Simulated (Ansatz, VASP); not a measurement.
# TaN: VASP beside Ansatz

File INCAR:

```
ALGO     = Normal         # electronic algorithm
EDIFF    = 1E-8           # SCF threshold, eV
ENCUT    = 520            # plane-wave cutoff, eV
GGA      = PS             # functional
ISIF     = 2              # what is computed and relaxed
ISMEAR   = -1             # smearing method
LASPH    = True           # aspherical terms in the spheres
LCHARG   = False          # write CHGCAR
LEFG     = True         
LREAL    = False          # projectors in reciprocal space
LWAVE    = False          # write WAVECAR
NBANDS   = 24             # bands
NELM     = 100            # most SCF steps
PREC     = Accurate       # precision mode
SIGMA    = 0.01           # smearing width, eV
```

The input KPOINTS:

```
k-points
0
Gamma
  9 9 5
```

POSCAR

```
TaN
1.0
    3.0500010905      0.0000000000      0.0000000000
   -1.5250005453      2.6413784260      0.0000000000
    0.0000000000      0.0000000000      4.8412000000
Ta N
2 2
Direct
    0.3333333333      0.6666666667      0.0000000000
    0.6666666667      0.3333333333      0.5000000000
    0.3333333333      0.6666666667      0.3850000000
    0.6666666667      0.3333333333      0.8850000000
```

Input for Ansatz:

```yaml
crystal:
  lattice:
    - [3.0500010905, 0.0, 0.0]
    - [-1.5250005453, 2.641378426, 0.0]
    - [0.0, 0.0, 4.8412]
  atoms:
    - { symbol: Ta, position: [0.3333333333, 0.6666666667, 0.0] }
    - { symbol: Ta, position: [0.6666666667, 0.3333333333, 0.5] }
    - { symbol: "N", position: [0.3333333333, 0.6666666667, 0.385] }
    - { symbol: "N", position: [0.6666666667, 0.3333333333, 0.885] }
kpoints:
  mp_grid: { grid: [9, 9, 5] }
scf:
  occupations: { method: fermi_dirac, width: 0.01 }
hamiltonian:
  xc: pbesol
  pseudopotentials: { kind: paw }
output:
  forces: true
  stress: true
  eigenvalues: true
  efg: { contact_densities: true }
```

Change from the starting cell: zz strain of -2 %, PAW files.

Alike in both runs: task electric field gradients; functional PBEsol; k mesh 9 × 9 × 5; occupations fermi-dirac, width 0.01 eV; no spin polarisation.

|  | VASP | Ansatz |
| --- | --- | --- |
| version | VASP 6.6.1 | Ansatz 0.2.0 |
| potentials or method | VASP PAW PBE potentials, release 64 (Ta_pv, N) | PAW with Ansatz's default frozen-core files, scalar-relativistic |
| plane-wave cutoff (eV) | 520 | 420 |
| valence electrons in the cell | 32 | 36 |

Ansatz gave:

| Property | Result |
| --- | --- |
| pressure (GPa) | 139.8 |
| traceless stress, the component that is largest in VASP (GPa) | -10.58 |
| rms of the force components (eV/Å) | 0.689 |
| size of Vzz on the site where it differs most (V/Å²) | 106.4 |

Problem. What did VASP give for the same quantities?

Solution. Pressure (GPa): 143.5; traceless stress, the component that is largest in VASP (GPa): -10.77; rms of the force components (eV/Å): 0.687; size of Vzz on the site where it differs most (V/Å²): 98.9.

VASP's potentials were made for PBE, not for PBEsol. Atom by atom the forces differ by 0.002 eV/Å (rms over components). Both programs put the cell under a high pressure, so it lies far from rest at this level. VASP's potentials hold 32 valence electrons a cell and Ansatz's 36, so a difference there can come from the potentials and not from the codes.

Neither program's run includes spin-orbit coupling. Noted on VASP's run: the cell as given lies far from equilibrium.
